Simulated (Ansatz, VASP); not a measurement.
**One calculation of TaAs, two programs**

```xyz
4
Lattice="-1.6851 1.6851 5.7433 1.6851 -1.6851 5.7433 1.6851 1.6851 -5.7433" Properties=species:S:1:pos:R:3 pbc="T T T"
Ta    1.6851    0.0000    5.7434
Ta    0.0000    0.0000    8.6151
As    1.6851    0.0000    0.9486
As    0.0000    0.0000    3.8203
```

Alike in both runs: task single point; functional r2SCAN; k mesh 8 × 8 × 8; occupations fermi-dirac, width 0.02 eV; no spin polarisation.

|  | VASP | Ansatz |
| --- | --- | --- |
| version | VASP 6.6.1 | Ansatz 0.2.0 |
| potentials or method | VASP PAW PBE potentials, release 64 (Ta_pv, As) | plane waves, PAW |
| plane-wave cutoff (eV) | 520 | 500 |
| valence electrons in the cell | 32 | 56 |

VASP gave:

```
pressure (GPa)                                                : 14.1
traceless stress, the component that is largest in VASP (GPa) : -1.28
rms of the force components (eV/Å)                            : 0.015
```

Q: Which values does Ansatz return?

A: Pressure (GPa): 13.4; traceless stress, the component that is largest in VASP (GPa): -1.17; rms of the force components (eV/Å): 0.015.

VASP's potentials were made for PBE, not for r2SCAN. Atom by atom the forces differ by 0.000 eV/Å (rms over components). VASP's potentials hold 32 valence electrons a cell and Ansatz's 56, so a difference there can come from the potentials and not from the codes.

Spin-orbit coupling is off throughout.
